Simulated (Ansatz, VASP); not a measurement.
# One calculation of Nb, two programs

```
Nb
1.0
    -1.63255    1.63255    1.63255
     1.63255   -1.63255    1.63255
     1.63255    1.63255   -1.63255
Nb
1
Direct
  0.00000 0.00000 0.00000
```

Change from the starting cell: volume scaled by 0.96.

Alike in both runs: task single point; functional PBE; k mesh 16 × 16 × 16; occupations fermi-dirac, width 0.08 eV; no spin polarisation.

```csv
,VASP,Ansatz
version,VASP 6.6.1,Ansatz 0.2.0
potentials or method,"VASP PAW PBE potentials, release 64 (Nb_sv), cutoff 520 eV","all-electron LAPW, scalar-relativistic"
```

```csv
,VASP,Ansatz,Ansatz less VASP
pressure (GPa),7.1,7.5,+0.36
```

Ansatz ran all-electron here, and VASP with PAW potentials.
